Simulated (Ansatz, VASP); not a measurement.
CuF: VASP beside Ansatz

Contents of INCAR:

```
SYSTEM = CuF
  PREC = Accurate
  ENCUT = 820
  EDIFF = 1E-6
  ISMEAR = -1
  SIGMA = 0.02
  LREAL = .FALSE.
  LASPH = .TRUE.
  NELM = 120
  ALGO = Normal
  ISIF = 2
  LWAVE = .FALSE.
  LCHARG = .FALSE.
  GGA = PE
  NBANDS = 34
  GGA_COMPAT = .FALSE.
```

The input KPOINTS:

```
Automatic mesh
0
G
  9 9 4
  0 0 0
```

File POSCAR:

```
CuF
1.0
    2.8060196842      0.0000000000      0.0000000000
   -1.4030098421      2.4300843300      0.0000000000
    0.0000000000      0.0000000000      6.6687736131
Cu F
2 2
Direct
    0.3333333333      0.6666666667      0.0460751685
    0.6666666667      0.3333333333      0.5460751685
    0.3333333333      0.6666666667      0.3289248315
    0.6666666667      0.3333333333      0.8289248315
```

Input for Ansatz:

```yaml
crystal:
  lattice:
    - [2.8060196842, 0.0, 0.0]
    - [-1.4030098421, 2.43008433, 0.0]
    - [0.0, 0.0, 6.6687736131]
  atoms:
    - { symbol: Cu, position: [0.3333333333, 0.6666666667, 0.0460751685] }
    - { symbol: Cu, position: [0.6666666667, 0.3333333333, 0.5460751685] }
    - { symbol: F, position: [0.3333333333, 0.6666666667, 0.3289248315] }
    - { symbol: F, position: [0.6666666667, 0.3333333333, 0.8289248315] }
kpoints:
  mp_grid: { grid: [9, 9, 4] }
hamiltonian:
  xc: pbe
scf:
  occupations: { method: fermi_dirac, width: 0.02 }
  n_extra_bands: 5
output:
  forces: true
  stress: true
  eigenvalues: true
```

Alike in both runs: task single point; functional PBE; k mesh 9 × 9 × 4; occupations fermi-dirac, width 0.02 eV; no spin polarisation.

```csv
,VASP,Ansatz
version,VASP 6.6.1,Ansatz 0.2.0
potentials or method,"VASP PAW PBE potentials, release 64 (Cu_sv_GW, F)","plane waves, PAW"
plane-wave cutoff (eV),820,420
valence electrons in the cell,52,52
```

Ansatz gave:

```
pressure (GPa)                                                : 6.3
traceless stress, the component that is largest in VASP (GPa) : 4.55
rms of the force components (eV/Å)                            : 0.052
```

**Question.** Which values does VASP return?

**Answer.** Pressure (GPa): 5.7; traceless stress, the component that is largest in VASP (GPa): 4.73; rms of the force components (eV/Å): 0.061.

Atom by atom the forces differ by 0.009 eV/Å (rms over components).
